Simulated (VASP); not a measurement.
Crystal: ZrS2.

```
Zr S
1.0
     3.63474    0.00000    0.00000
    -1.81737    3.14778    0.00000
     0.00000    0.00000    5.72104
Zr S
1 2
Direct
  0.00000 0.00000 0.00000
  0.66667 0.33333 0.74471
  0.33333 0.66667 0.25529
```

* Program: VASP 6.6.1
* Task: relaxation of cell and atoms
* Functional: r2SCAN
* Dispersion: rVV10
* Potentials or basis: VASP PAW PBE potentials, release 64 (Zr_sv, S)
* Cutoff: 550 eV
* k mesh: 12 × 12 × 4
* Occupations: fermi-dirac, width 0.02 eV
* Spin: no spin polarisation

At the start: pressure 1.7 GPa; volume 21.82 Å³/atom.

Task: How do energy, volume and symmetry change on relaxing?

Result: Over 13 steps the energy falls by 5.5 meV/atom and the volume is 22.83 Å³/atom (+4.6 %); space group P-3m1 (No. 164, to 0.05 Å).

The path:
```tsv
step	energy change (eV)	largest force (eV/Å)	pressure (GPa)	volume (Å³)
1	0.0000	0.0653	1.69	65.46
2	-0.0022	0.3781	-1.59	67.65
3	-0.0068	0.2403	-0.16	66.65
4	-0.0109	0.1353	-0.02	66.94
5	-0.0122	0.0378	0.11	67.22
6	-0.0139	0.0277	0.09	67.48
7	-0.0164	0.0000	0.08	68.27
8	-0.0165	0.0034	0.09	68.38
9	-0.0165	0.0041	0.09	68.41
10	-0.0163	0.0352	-0.27	68.67
11	-0.0165	0.0057	0.00	68.47
12	-0.0165	0.0060	0.00	68.47
13	-0.0165	0.0001	0.00	68.48
```

Final structure:
```yaml
crystal:
  lattice:
    - [3.67440, 0.00000, 0.00000]
    - [-1.83720, 3.18213, 0.00000]
    - [0.00000, 0.00000, 5.85709]
  atoms:
    - { symbol: Zr, position: [0.00000, 0.00000, 0.00000] }
    - { symbol: S, position: [0.66667, 0.33333, 0.75356] }
    - { symbol: S, position: [0.33333, 0.66667, 0.24644] }
```

Caveat: the PAW data sets were made with another functional, which shifts forces and pressure a little.
